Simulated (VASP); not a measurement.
A run of VASP 6.6.1 is set up as follows.

INCAR

```
ALGO = Normal ; EDIFF = 1E-6
ENCUT = 520 ; ISIF = 2
ISMEAR = 1 ; LASPH = True
LCHARG = True ; LELF = True
LREAL = False ; LVHAR = True
LWAVE = False ; NBANDS = 32
NELM = 60 ; PREC = Accurate
SIGMA = 0.1
```

File KPOINTS:

```
k-points
0
Gamma
  9 9 9
```

Contents of POSCAR:

```
KP2Ru2
1.0
   -2.0380126935      2.0380126935      6.3289808611
    2.0380126935     -2.0380126935      6.3289808611
    2.0380126935      2.0380126935     -6.3289808611
K P Ru
1 2 2
Direct
    0.0000000000      0.0000000000      0.0000000000
    0.3387220000      0.3387220000      0.0000000000
    0.6612780000      0.6612780000      0.0000000000
    0.7500000000      0.2500000000      0.5000000000
    0.2500000000      0.7500000000      0.5000000000
```

Potentials or basis: VASP PAW LDA potentials, release 64 (K_sv, P, Ru_pv).

Run with:

```console
$ cat potpaw_LDA.64/K_sv/POTCAR potpaw_LDA.64/P/POTCAR potpaw_LDA.64/Ru_pv/POTCAR > POTCAR
$ mpirun -np 1 vasp_std > vasp.out
```

Problem. Estimate the largest force.

Solution. 0.760 eV/Å.

Problem. Predict the pressure.

Solution. -8.0 GPa.

Stress tensor (GPa, compression positive):
```
-9.09  0.00  0.00
 0.00 -9.09  0.00
 0.00  0.00 -5.81
```

Caveat: the cell stands under tension.
